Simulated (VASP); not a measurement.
**Cs: single point with PBE+D4**

Crystal: Cs.

```
Cs
1.0
     0.00000    3.83534    3.83534
     3.83534    0.00000    3.83534
     3.83534    3.83534    0.00000
Cs
1
Direct
  0.00000 0.00000 0.00000
```

* Program: VASP 6.6.1
* Task: single point
* Functional: PBE
* Dispersion: D4
* Potentials or basis: VASP PAW PBE potentials, release 64 (Cs_sv)
* Cutoff: 520 eV
* k mesh: 6 × 6 × 6
* Occupations: fermi-dirac, width 0.05 eV
* Spin: no spin polarisation

| Item | Value |
| --- | --- |
| Pressure | 0.0 GPa |
| Dispersion energy per atom | -0.065 eV |

Levels at points of the mesh, in eV from the Fermi level:
| k point | band 1 | band 2 | band 3 | band 4 | band 5 | band 6 | band 7 | band 8 | band 9 | band 10 |
| --- | --- | --- | --- | --- | --- | --- | --- | --- | --- | --- |
| (0.00, 0.00, 0.00) | -23.82 | -10.56 | -10.56 | -10.56 | -1.68 | 2.48 | 2.48 | 2.48 | 3.58 | 3.58 |
| (0.50, 0.00, 0.00) | -23.82 | -10.71 | -10.58 | -10.58 | -0.02 | 0.80 | 2.33 | 2.33 | 4.39 | 4.39 |
| (0.50, 0.50, 0.00) | -23.81 | -10.70 | -10.62 | -10.62 | 0.27 | 1.05 | 1.48 | 4.09 | 4.09 | 4.41 |

It took 16 s on 1 thread of Intel(R) Xeon(R) Platinum 8259CL CPU @ 2.50GHz (Skylake/Cascade Lake), with other jobs on the host, peak memory 0.24 GiB.

Caveat: spin-orbit coupling is left out, which moves the levels of the heavy elements; pairwise dispersion overbinds metals, which lowers pressure and volume.
